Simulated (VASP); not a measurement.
TiC: single point with LDA

Crystal: TiC.

```
Ti C
1.0
     0.00000    2.13054    2.13054
     2.13054    0.00000    2.13054
     2.13054    2.13054    0.00000
Ti C
1 1
Direct
  0.00000 0.00000 0.00000
  0.50000 0.50000 0.50000
```

| Item | Value |
| --- | --- |
| Program | VASP 6.6.1 |
| Task | single point |
| Functional | LDA |
| Potentials or basis | VASP PAW LDA potentials, release 64 (Ti_sv, C) |
| Cutoff | 520 eV |
| k mesh | 8 × 8 × 8 |
| Occupations | gaussian, width 0.1 eV |
| Spin | no spin polarisation |
| Dipole correction | no |
| Further INCAR settings | ALGO = Normal; EDIFF = 1e-06; NBANDS = 15 |

| Property | Result |
| --- | --- |
| Pressure | 0.7 GPa |
| Band gap on the k mesh | zero (band 8 reaches 10.47 eV, above the bottom of band 9 at 9.41 eV) |

Levels at points of the mesh, in eV from the Fermi level:
| k point | band 4 | band 5 | band 6 | band 7 | band 8 | band 9 | band 10 | band 11 | band 12 | band 13 |
| --- | --- | --- | --- | --- | --- | --- | --- | --- | --- | --- |
| (0.00, 0.00, 0.00) | -32.07 | -12.38 | 0.70 | 0.70 | 0.70 | 1.80 | 1.80 | 1.80 | 1.87 | 1.87 |
| (0.50, 0.00, 0.00) | -32.13 | -8.60 | -6.00 | -3.01 | -3.01 | 3.12 | 3.12 | 4.40 | 8.60 | 8.70 |
| (0.50, 0.50, 0.00) | -32.27 | -10.07 | -3.35 | -1.78 | 0.09 | 0.09 | 2.95 | 3.77 | 3.77 | 6.40 |

Wall time 3.3 s on 1 thread of Intel(R) Xeon(R) 6975P-C (Granite Rapids), on a shared host, peak memory 0.12 GiB.
